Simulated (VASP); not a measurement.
Input of a VASP 6.6.1 run:

File INCAR:

```
PREC = Accurate
ENCUT = 400
EDIFF = 1E-6
ISMEAR = -1
SIGMA = 0.1
LREAL = F
LASPH = T
NELM = 120
ALGO = Normal
ISIF = 2
LWAVE = F
LCHARG = F
NBANDS = 118
GGA_COMPAT = F
```

KPOINTS

```
Automatic mesh
0
Gamma
  2 2 2
```

File POSCAR:

```
Sn
1.0
    0.0000000000      6.4742849800      6.4742849800
    6.4742849800      0.0000000000      6.4742849800
    6.4742849800      6.4742849800      0.0000000000
Sn
15
Direct
    0.0076696500      0.0065798000     -0.0257227633
    0.1218401727      0.1207364215      0.1372392477
    0.0831715783      0.0821750204      0.5814389561
    0.0053691643      0.5003137041     -0.0003029678
    0.1235782025      0.6295001707      0.1288139930
    0.0076544360      0.4748612410      0.5059014254
    0.1218937693      0.6375922612      0.6201392142
    0.5014196178      0.0043060354     -0.0003397286
    0.6305845375      0.1224739106      0.1288417181
    0.4760195156      0.0065781782      0.5059230494
    0.6390242340      0.1207226748      0.6200778947
    0.5017738654      0.5006623913      0.0000168358
    0.6282539327      0.6271891047      0.1265066339
    0.5014526716      0.5003022743      0.5036210964
    0.6305656938      0.6295013291      0.6218224889
```

Potentials or basis: VASP PAW LDA potentials, release 64 (Sn_d).

Command:

```sh
$ cat potpaw_LDA.64/Sn_d/POTCAR > POTCAR
$ mpirun -np 1 vasp_std > vasp.out
```

Question: What does it give for the pressure?

Answer: -2.0 GPa.

Question: What does it give for the largest force?

Answer: 0.460 eV/Å.

Forces on the atoms (eV/Å):
```
Sn  -0.035 -0.035 -0.018
Sn  -0.092 -0.092 -0.002
Sn   0.265  0.266  0.265
Sn   0.012 -0.006 -0.006
Sn   0.010  0.005  0.005
Sn  -0.035 -0.019 -0.035
Sn  -0.091 -0.001 -0.091
Sn  -0.006  0.012 -0.006
Sn   0.004  0.010  0.005
Sn  -0.018 -0.035 -0.035
Sn  -0.002 -0.092 -0.092
Sn   0.003  0.003  0.003
Sn  -0.014 -0.014 -0.014
Sn  -0.006 -0.006  0.012
Sn   0.004  0.005  0.010
```

Caveat: the k points lie up to 0.42 Å⁻¹ apart.
